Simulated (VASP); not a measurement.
Write the native input for VASP 6.6.1 that does the following.

```
Task                   : single point
Functional             : PBE
Potentials or basis    : VASP PAW PBE potentials, release 64 (Ga_d, Sb)
Cutoff                 : 520 eV
k mesh                 : 8 × 8 × 8
Occupations            : fermi-dirac, width 0.02 eV
Spin                   : no spin polarisation
Dipole correction      : no
Further INCAR settings : ALGO = Normal; EDIFF = 1e-06; NBANDS = 16
```

The structure of GaSb lies in POSCAR:

```
GaSb
1.0
    0.0000000000      3.0812081940      3.0536152848
    3.0812081940      0.0000000000      3.0536152848
    3.0812081940      3.0812081940      0.0000000000
Ga Sb
1 1
Direct
    0.0000000000      0.0000000000      0.0000000000
    0.2500000000      0.2500000000      0.2500000000
```

This cell differs from its parent crystal: epitaxial xy strain +0.5%.

The input as run:

INCAR

```
SYSTEM = GaSb
PREC = Accurate ; ENCUT = 520
EDIFF = 1E-6 ; ISMEAR = -1
SIGMA = 0.02 ; LREAL = .False.
LASPH = .True. ; NELM = 60
ALGO = Normal ; ISIF = 2
LWAVE = .False. ; LCHARG = .False.
GGA = PE ; NBANDS = 16
```

KPOINTS

```
regular mesh
0
Gamma
  8 8 8
  0 0 0
```

Potentials or basis: VASP PAW PBE potentials, release 64 (Ga_d, Sb).

Launch:

```console
$ cat potpaw_PBE.64/Ga_d/POTCAR potpaw_PBE.64/Sb/POTCAR > POTCAR
$ mpirun -np 1 vasp_std > vasp.out
```

It gave:

| Quantity | Value |
| --- | --- |
| Pressure | 1.7 GPa |
| Band gap on the k mesh | 0.05 eV, direct |

Caveat: the cell differs from its parent crystal (epitaxial xy strain +0.5%); spin-orbit coupling is left out, which moves the levels of the heavy elements.

Run time: 31 s on 1 thread of AMD EPYC 7R43 64-Core Processor (Zen 3), on a shared host, peak memory 0.17 GiB.
